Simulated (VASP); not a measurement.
# Si in VASP: further runs

Si is run at these levels: PBEsol; tasks: single point.

All numbers are computed with VASP 6.6.1; they aren't measurements. Logs are shortened: lines on timing, memory, paths and dates and some standing lists are left out, and cuts for length are marked.

**1. The cell of the first run**

Symmetry: I4/mmm, No. 139, tetragonal system. The conventional cell has a = 5.980 Å, b = 5.980 Å, c = 3.837 Å, α = 90.00°, β = 90.00°, γ = 90.00°. Within 2.8 Å of Si (site symmetry m2m) lie 4 Si at 2.14 to 2.27 Å.

**2. Single point, PBEsol**

Input file INCAR:

```
SYSTEM = Si
PREC = Accurate
ENCUT = 520
EDIFF = 1E-6
ISMEAR = 0
SIGMA = 0.03
LREAL = .False.
LASPH = .True.
NELM = 60
ALGO = Normal
ISIF = 2
LWAVE = .False.
LCHARG = .False.
GGA = PS
NBANDS = 16
```

Input file KPOINTS:

```
Automatic mesh
0
Gamma
  10 10 10
  0 0 0
```

Input file POSCAR:

```
Si
1.0
   -2.9899690872      2.9899690872      1.9186812134
    2.9899690872     -2.9899690872      1.9186812134
    2.9899690872      2.9899690872     -1.9186812134
Si
4
Direct
    0.1787304307      0.1787304307      0.3574608614
    0.8212695693      0.8212695693      0.6425391386
    0.1787304307      0.8212695693      0.0000000000
    0.8212695693      0.1787304307      0.0000000000
```

Potentials or basis: VASP PAW PBE potentials, release 64 (Si).

Run with:

```sh
$ cat potpaw_PBE.64/Si/POTCAR > POTCAR
$ mpirun -np 1 vasp_std > vasp.out
```

OUTCAR:

```text
SYSTEM = Si
   PREC = Accurate
   ENCUT = 520
   EDIFF = 1E-6
   ISMEAR = 0
   LREAL = .False.
   LASPH = .True.
   NELM = 60
   ISIF = 2
   GGA = PS

 ion  position               nearest neighbor table
   1  0.179  0.179  0.357-   3 2.14   4 2.14   2 2.27   2 2.27   2 3.02
   2  0.821  0.821  0.643-   3 2.14   4 2.14   1 2.27   1 2.27   1 3.02
   3  0.179  0.821  0.000-   1 2.14   2 2.14   4 2.27   4 2.27   4 3.02
   4  0.821  0.179  0.000-   1 2.14   2 2.14   3 2.27   3 2.27   3 3.02

  LATTYP: Found a body centered tetragonal cell.
 ALAT       =     5.9799381744
 C/A-ratio  =     0.6417060369

  Lattice vectors:

 A1 = (  -2.9899690872,   2.9899690872,   1.9186812134)
 A2 = (   2.9899690872,  -2.9899690872,   1.9186812134)
 A3 = (   2.9899690872,   2.9899690872,  -1.9186812134)

Analysis of symmetry for initial positions (statically):
=====================================================================
 Subroutine PRICEL returns:
 Original cell was already a primitive cell.

 Routine SETGRP: Setting up the symmetry group for a
 body centered tetragonal supercell.

 Subroutine GETGRP returns: Found 16 space group operations
 (whereof 16 operations were pure point group operations)
 out of a pool of 16 trial point group operations.

The static configuration has the point symmetry D_4h.

Analysis of symmetry for dynamics (positions and initial velocities):
=====================================================================
 Subroutine PRICEL returns:
 Original cell was already a primitive cell.

 Routine SETGRP: Setting up the symmetry group for a
 body centered tetragonal supercell.

 Subroutine GETGRP returns: Found 16 space group operations
 (whereof 16 operations were pure point group operations)
 out of a pool of 16 trial point group operations.

The dynamic configuration has the point symmetry D_4h.

 Subroutine INISYM returns: Found 16 space group operations
 (whereof 16 operations are pure point group operations),
 and found     1 'primitive' translations

----------------------------------------------------------------------------------------

                                     Primitive cell

  volume of cell :      68.6114

  direct lattice vectors                    reciprocal lattice vectors
    -2.989969087  2.989969087  1.918681213     0.000000000  0.167225809  0.260595661
     2.989969087 -2.989969087  1.918681213     0.167225809  0.000000000  0.260595661
     2.989969087  2.989969087 -1.918681213     0.167225809  0.167225809  0.000000000

  length of vectors
     4.643400466  4.643400466  4.643400466     0.309636190  0.309636190  0.236493007

  position of ions in fractional coordinates (direct lattice)
     0.178730431  0.178730431  0.357460861
     0.821269569  0.821269569  0.642539139
     0.178730431  0.821269569  0.000000000
     0.821269569  0.178730431  0.000000000

  ion indices of the primitive-cell ions
   primitive index   ion index
                 1           1
                 2           2
                 3           3
                 4           4

----------------------------------------------------------------------------------------

 KPOINTS: Automatic mesh

Automatic generation of k-mesh.
 Grid dimensions read from file:
 generate k-points for:   10   10   10

 Generating k-lattice:

  Cartesian coordinates                     Fractional coordinates (reciprocal lattice)
     0.000000000  0.016722581  0.026059566     0.100000000  0.000000000 -0.000000000
     0.016722581  0.000000000  0.026059566     0.000000000  0.100000000 -0.000000000
     0.016722581  0.016722581  0.000000000     0.000000000  0.000000000  0.100000000

  Length of vectors
     0.030963619  0.030963619  0.023649301

  Shift w.r.t. Gamma in fractional coordinates (k-lattice)
     0.000000000  0.000000000  0.000000000

 Subroutine IBZKPT returns following result:
 ===========================================

 Found    102 irreducible k-points:

 Following reciprocal coordinates:
            Coordinates               Weight
  0.000000  0.000000  0.000000      1.000000
  0.100000  0.000000  0.000000      8.000000
  0.200000  0.000000  0.000000      8.000000
  0.300000  0.000000  0.000000      8.000000
  0.400000  0.000000 -0.000000      8.000000
  0.500000 -0.000000  0.000000      4.000000
[... 16 lines left out ...]
  0.300000  0.300000  0.000000      8.000000
  0.400000  0.300000 -0.000000     16.000000
 [... further k-points ...]
   k-points           NKPTS =    102   k-points in BZ     NKDIM =    102   number of bands    NBANDS=     16
   number of dos      NEDOS =    301   number of ions     NIONS =      4
   total plane-waves  NPLWV =  46656
   dimension x,y,z NGX =    36 NGY =   36 NGZ =   36
   dimension x,y,z NGXF=    72 NGYF=   72 NGZF=   72
   ions per type =               4
   NGX,Y,Z   is equivalent  to a cutoff of  12.89, 12.89, 12.89 a.u.
   NGXF,Y,Z  is equivalent  to a cutoff of  25.78, 25.78, 25.78 a.u.
 SYSTEM =  Si
   PREC   = accura    normal or accurate (medium, high low for compatibility)
   ISTART =      0    job   : 0-new  1-cont  2-samecut
   ICHARG =      2    charge: 1-file 2-atom 10-const
   ISPIN  =      1    spin polarized calculation?
   LNONCOLLINEAR =      F non collinear calculations
   LSORBIT =      F    spin-orbit coupling
   LASPH  =      T    aspherical Exc in radial PAW
   ENCUT  =  520.0 eV  38.22 Ry    6.18 a.u.   8.63  8.63  8.63*2*pi/ulx,y,z
   NELM   =     60;   NELMIN=  2; NELMDL= -5     # of ELM steps
   EDIFF  = 0.1E-05   stopping-criterion for ELM
   LREAL  =      F    real-space projection
   EDIFFG = 0.1E-04   stopping-criterion for IOM
   NSW    =      0    number of steps for IOM
   IBRION =     -1    ionic relax: 0-MD 1-quasi-New 2-CG
   NFREE  =      0    steps in history (QN), initial steepest desc. (CG)
   ISIF   =      2    stress and relaxation
   ISYM   =      2    0-nonsym 1-usesym 2-fastsym
   POTIM  = 0.5000    time-step for ionic-motion
   TEBEG  =    0.0;   TEEND  =   0.0 temperature during run
   PSTRESS=    0.0 pullay stress
   NELECT =      16.0000    total number of electrons
   NUPDOWN=      -1.0000    fix difference up-down
   EMIN   =  10.00;   EMAX   =-10.00  energy-range for DOS
   EFERMI =   0.00;   METHOD = LEGACY
   ISMEAR =     0;   SIGMA  =   0.03  broadening in eV -4-tet -1-fermi 0-gaus
   EFERMI_NEDOS =   21; number of points for ismear=-14 and -15
   IALGO  =     38    algorithm
   IMIX   =      4    mixing-type and parameters
     AMIX     =   0.40;   BMIX     =  1.00
     AMIX_MAG =   1.60;   BMIX_MAG =  1.00
  volume/ion in A,a.u.               =      17.15       115.75
  Fermi-wavevector in a.u.,A,eV,Ry     =   1.007665  1.904210 13.815197  1.015388
  Thomas-Fermi vector in A             =   2.140484
   LORBIT       =      0    0 simple, 1 ext, 2 COOP (PROOUT), +10 PAW based schemes
   GGA     = PS    functional components
   LHFCALC =     F    Hartree Fock is set to
   AEXX    =    0.0000 exact exchange contribution
   IVDW    =     0    specifies the selected vdW correction
   LEPSILON=     F    determine dielectric tensor
   LRPA    =     F    only Hartree local field effects (RPA)
 non-spin polarized calculation
 Gauss-broadening in eV      SIGMA  =   0.03
  energy-cutoff  :      520.00
  volume of cell :       68.61
 maximum number of plane-waves:      1865
   NGX = 17   NGY = 17   NGZ = 17

 number of electron      16.0000000 magnetization

 Free energy of the ion-electron system (eV)
  ---------------------------------------------------
  ext. energy  EPLUGINS =         0.00000000
  ---------------------------------------------------
  free energy    TOTEN  =       -20.96955336 eV

  energy without entropy =      -20.96913840  energy(sigma->0) =      -20.96934588

 E-fermi :   7.4200     XC(G=0): -10.0915

 val. band max:        7.3364293738   @ k =   0.5000   0.5000   0.2000
 cond. band min:       7.4226378278   @ k =  -0.4000   0.4000   0.2000
 fundamental gap:      0.0862084540
 Fermi energy:         7.4199941644

 k-point     1 :       0.0000    0.0000    0.0000
  band No.  band energies     occupation
      1      -6.0487      2.00000
      2       0.2270      2.00000
      3       1.5774      2.00000
      4       1.5774      2.00000
      5       2.8500      2.00000
      6       5.4774      2.00000
[... 8 lines left out ...]
     15      11.7892      0.00000
     16      14.7302      0.00000

 k-point     2 :       0.1000    0.0000    0.0000
  band No.  band energies     occupation
      1      -5.9319      2.00000
      2       0.0419      2.00000
      3       1.3085      2.00000
      4       1.8926      2.00000
      5       3.0395      2.00000
      6       4.8371      2.00000
[... 8 lines left out ...]
     15      11.8223      0.00000
     16      15.4671      0.00000

 k-point     3 :       0.2000    0.0000    0.0000
  band No.  band energies     occupation
      1      -5.5887      2.00000
      2      -0.2195      2.00000
      3       0.6948      2.00000
      4       2.3055      2.00000
      5       3.2836      2.00000
      6       3.7096      2.00000
[... 8 lines left out ...]
     15      13.3149      0.00000
     16      16.0120      0.00000

 k-point     4 :       0.3000    0.0000    0.0000
  band No.  band energies     occupation
      1      -5.0489      2.00000
      2      -0.3531      2.00000
      3      -0.1772      2.00000
      4       2.0527      2.00000
      5       2.8251      2.00000
      6       3.4040      2.00000
[... 8 lines left out ...]
     15      14.2123      0.00000
     16      14.3280      0.00000
[... 324 lines left out ...]
 k-point    22 :      -0.2000    0.2000    0.0000
  band No.  band energies     occupation
      1      -5.7725      2.00000
      2      -1.2669      2.00000
      3       1.7661      2.00000
      4       1.7954      2.00000
      5       4.4817      2.00000
      6       5.0371      2.00000
[... 8 lines left out ...]
     15      12.4366      0.00000
     16      15.9787      0.00000

 k-point    23 :       0.3000    0.3000    0.0000
  band No.  band energies     occupation
      1      -3.8958      2.00000
      2      -1.7731      2.00000
      3      -1.0549      2.00000
      4       1.4946      2.00000
      5       2.4341      2.00000
      6       4.0411      2.00000
[... 8 lines left out ...]
     15      14.4685      0.00000
     16      15.5247      0.00000

 k-point    24 :       0.4000    0.3000   -0.0000
  band No.  band energies     occupation
      1      -4.1950      2.00000
      2      -2.3835      2.00000
      3      -0.3305      2.00000
      4       2.0342      2.00000
      5       2.6664      2.00000
      6       4.0294      2.00000
[... 8 lines left out ...]
     15      14.0309      0.00000
     16      14.3446      0.00000

 [... further k-points ...]

------------------------ aborting loop because EDIFF is reached ----------------------------------------

  FORCE on cell =-STRESS in cart. coord.  units (eV):
  Direction    XX          YY          ZZ          XY          YZ          ZX
  --------------------------------------------------------------------------------------
  -------------------------------------------------------------------------------------
  Total       16.0366611     16.0366611      4.4562963      0.0000000     -0.0000000     -0.0000000
  in kB      374.4797361    374.4797361    104.0611056      0.0000000     -0.0000000     -0.0000000
  external PRESSURE =     284.3401926 kB  Pullay stress =       0.0000000 kB

 VOLUME and BASIS-vectors are now :
 -----------------------------------------------------------------------------
  energy-cutoff  :      520.00
  volume of cell :       68.61
      direct lattice vectors                 reciprocal lattice vectors
    -2.989969087  2.989969087  1.918681213     0.000000000  0.167225809  0.260595661
     2.989969087 -2.989969087  1.918681213     0.167225809  0.000000000  0.260595661
     2.989969087  2.989969087 -1.918681213     0.167225809  0.167225809  0.000000000

 POSITION                                       TOTAL-FORCE (eV/Angst)
 -----------------------------------------------------------------------------------
      1.06880      1.06880      0.00000         2.177810      2.177810      0.000000
      1.92117      1.92117      1.91868        -2.177810     -2.177810     -0.000000
      1.92117     -1.92117      1.91868        -2.177810      2.177810     -0.000000
     -1.92117      1.92117      1.91868         2.177810     -2.177810     -0.000000
 -----------------------------------------------------------------------------------
    total drift:                               -0.000000      0.000000     -0.000000

  FREE ENERGIE OF THE ION-ELECTRON SYSTEM (eV)
  ---------------------------------------------------
  free  energy   TOTEN  =       -20.9695533637 eV

  energy  without entropy=      -20.9691383952  energy(sigma->0) =      -20.96934588
```

It took 83 s on 1 thread of AMD EPYC 9R45 (Zen 5), shared host; peak memory 0.21 GiB.

What came out:

```yaml
Free_energy: -20.9696 eV
Pressure: 28.4 GPa
Largest_force: 3.080 eV/Å
Band_gap_on_the_k_mesh: zero (bands 8 and 9 overlap by 0.85 eV)
```

Forces in eV/Å, atoms in the order of the input:
```
Si   2.178  2.178  0.000
Si  -2.178 -2.178  0.000
Si  -2.178  2.178  0.000
Si   2.178 -2.178  0.000
```

Stress tensor (GPa, compression positive):
```
37.45  0.00  0.00
 0.00 37.45  0.00
 0.00  0.00 10.41
```

Caveat: the stress differs along the axes, from 10 to 37 GPa; the PAW data sets were made with another functional, which shifts forces and pressure a little.

**3. Single point, PBEsol**

This run uses another cell than the first one, of 28.01 Å³/atom.

Input file INCAR:

```
SYSTEM = Si
PREC = Accurate
ENCUT = 520
EDIFF = 1E-6
ISMEAR = 0
SIGMA = 0.03
LREAL = .FALSE.
LASPH = .TRUE.
NELM = 60
ALGO = Normal
ISIF = 2
LWAVE = .FALSE.
LCHARG = .FALSE.
GGA = PS
NBANDS = 16
```

Input file KPOINTS:

```
regular mesh
0
G
  10 10 10
  0 0 0
```

Input file POSCAR:

```
Si
1.0
   -3.8205160559      3.8205160559      1.9186812134
    3.8205160559     -3.8205160559      1.9186812134
    3.8205160559      3.8205160559     -1.9186812134
Si
4
Direct
    0.1787304307      0.1787304307      0.3574608614
    0.8212695693      0.8212695693      0.6425391386
    0.1787304307      0.8212695693      0.0000000000
    0.8212695693      0.1787304307      0.0000000000
```

Potentials or basis: VASP PAW PBE potentials, release 64 (Si).

Run with:

```sh
$ cat potpaw_PBE.64/Si/POTCAR > POTCAR
$ mpirun -np 1 vasp_std > vasp.out
```

Wall time 3.4 min (1 thread of AMD EPYC 9R45 (Zen 5), shared host); peak memory 0.34 GiB.

Results (log left out):

```
Free energy            : -20.7694 eV
Pressure               : -11.8 GPa
Largest force          : 0.431 eV/Å
Band gap on the k mesh : zero (bands 8 and 9 overlap by 0.18 eV)
```

Forces on the atoms (eV/Å):
```
Si  -0.305 -0.305  0.000
Si   0.305  0.305  0.000
Si   0.305 -0.305  0.000
Si  -0.305  0.305  0.000
```

Stress tensor (GPa, compression positive):
```
-15.64   0.00   0.00
  0.00 -15.64   0.00
  0.00   0.00  -4.00
```

Levels at points of the mesh, in eV from the Fermi level:
```tsv
k point	band 5	band 6	band 7	band 8	band 9	band 10	band 11	band 12
(0.00, 0.00, 0.00)	-2.82	-0.58	-0.58	-0.14	0.45	0.45	2.65	2.85
(0.50, 0.00, 0.00)	-3.35	-2.64	-1.48	-1.42	0.92	1.24	2.83	2.83
(0.50, 0.50, 0.00)	-2.20	-1.82	-0.80	-0.62	1.54	1.89	2.73	2.99
(0.50, 0.50, 0.50)	-1.38	-0.23	-0.23	0.00	0.11	1.67	1.91	3.77
```

Caveat: the stress differs along the axes, from -16 to -4 GPa; semilocal functionals underestimate gaps, and a narrow one can read as zero; the PAW data sets were made with another functional, which shifts forces and pressure a little.

**4. Single point, PBEsol**

This run uses another cell than the first one, of the same volume but with other edges.

Input file INCAR:

```
SYSTEM = Si
PREC     = Accurate       ! precision mode
ENCUT    = 520            ! plane-wave cutoff, eV
EDIFF    = 1E-6           ! SCF threshold, eV
ISMEAR   = 0              ! smearing method
SIGMA    = 0.03           ! smearing width, eV
LREAL    = .False.        ! projectors in reciprocal space
LASPH    = .True.         ! aspherical terms in the spheres
NELM     = 60             ! most SCF steps
ALGO     = Normal         ! electronic algorithm
ISIF     = 2              ! what is computed and relaxed
LWAVE    = .False.        ! write WAVECAR
LCHARG   = .True.         ! write CHGCAR
GGA      = PS             ! functional
LELF     = .True.         ! ELF
LVHAR    = .True.       
NBANDS   = 16             ! bands
```

Input file KPOINTS:

```
Automatic mesh
0
Gamma
  10 10 10
  0 0 0
```

Input file POSCAR:

```
Si
1.0
   -3.0675421741      3.0675421741      1.9186812134
    3.0675421741     -3.0675421741      1.9186812134
    2.9123960004      2.9123960004     -1.9186812134
Si
4
Direct
    0.1787304307      0.1787304307      0.3574608614
    0.8212695693      0.8212695693      0.6425391386
    0.1787304307      0.8212695693      0.0000000000
    0.8212695693      0.1787304307      0.0000000000
```

Run with:

```sh
$ cat potpaw_PBE.64/Si/POTCAR > POTCAR
$ mpirun -np 1 vasp_std > vasp.out
```

Wall time 2.4 min (1 thread of AMD EPYC 9R45 (Zen 5), shared host); peak memory 0.25 GiB.

It converged, with:

| Item | Value |
| --- | --- |
| Free energy | -20.9757 eV |
| Pressure | 28.3 GPa |
| Largest force | 3.442 eV/Å |
| Band gap on the k mesh | zero (bands 8 and 9 overlap by 0.49 eV) |

Forces in eV/Å, atoms in the order of the input:
```
Si   1.868  1.868  0.000
Si  -1.868 -1.868  0.000
Si  -2.434  2.434  0.000
Si   2.434 -2.434  0.000
```

Stress tensor (GPa, compression positive):
```
37.17 -1.47  0.00
-1.47 37.17  0.00
 0.00  0.00 10.54
```

Levels at points of the mesh, in eV from the Fermi level:
```csv
k point,band 5,band 6,band 7,band 8,band 9,band 10,band 11,band 12
"(0.00, 0.00, 0.00)",-4.54,-2.07,-1.80,-0.68,0.36,1.72,1.86,2.99
"(0.50, 0.00, 0.00)",-5.09,-4.08,-2.76,-0.91,0.83,3.11,3.48,4.03
"(0.50, 0.50, 0.00)",-2.82,-2.71,-2.33,-1.46,1.26,1.28,2.14,4.22
"(0.00, 0.00, 0.50)",-3.27,-3.06,-2.17,-1.52,0.85,1.32,2.78,4.56
"(0.50, 0.50, 0.50)",-4.18,-0.82,0.02,0.16,0.95,4.01,4.29,4.65
```

Caveat: the stress differs along the axes, from 11 to 37 GPa; semilocal functionals underestimate gaps, and a narrow one can read as zero; the PAW data sets were made with another functional, which shifts forces and pressure a little.

(Part 1 of 2 ends here.)

The gap in the log of VASP goes by the Fermi energy; the results here count the filled bands.